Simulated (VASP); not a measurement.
Runs of VASP 6.6.1 on Si2C. The structure is that of space group P-3m1 (No. 164), or close to it. The cells are those of the table. 

```csv
task,spin,cell,k mesh,cutoff (eV),gap on the mesh (eV),pressure (GPa),moment (μB),relaxed volume (Å³/atom),largest force (eV/Å)
single point,off,"a = 2.967, b = 2.967, c = 4.245 Å, angles 90.0, 90.0, 120.0°, 3 atoms",6 × 6 × 4,520,none,0.1,-,-,0.03
relaxation of cell and atoms,off,"relaxed from a = 2.731, b = 2.731, c = 6.689 Å, angles 90.0, 90.0, 120.0°, 3 atoms",6 × 6 × 4,600,none,0.0,-,10.78,0.01
single point,off,"a = 2.731, b = 2.731, c = 6.689 Å, angles 90.0, 90.0, 120.0°, 3 atoms",6 × 6 × 4,520,none,-11.9,-,-,1.80
single point,"collinear, ferromagnetic start","a = 2.967, b = 2.967, c = 4.245 Å, angles 90.0, 90.0, 120.0°, 3 atoms",6 × 6 × 4,520,none,0.1,0.00,-,0.03
single point,off,"a = 2.962, b = 2.962, c = 4.262 Å, angles 90.0, 90.0, 120.0°, 3 atoms",18 × 18 × 12,520,none,0.0,-,-,-
relaxation of cell and atoms,off,"relaxed from a = 2.967, b = 2.967, c = 4.245 Å, angles 90.0, 90.0, 120.0°, 3 atoms",18 × 18 × 12,600,none,0.0,-,(a),-
single point,"collinear, ferromagnetic start","a = 2.731, b = 2.731, c = 6.689 Å, angles 90.0, 90.0, 120.0°, 3 atoms",6 × 6 × 4,520,none,-11.9,0.00,-,1.80
```

Alike in all rows: level PBE; potentials or basis VASP PAW PBE potentials, release 64 (Si, C); smearing gaussian 0.1 eV.

Q: Fill in the values left out.

A: (a) 10.79.

Caveats: some runs use coarse meshes; forces of over 1 eV/Å act on the atoms, so gaps and moduli don't describe the material at rest (some runs); the volume moved by over 15 % at a fixed basis, so the end points are rough (some runs).

A gap of «none» marks levels without a gap at the run's occupations.
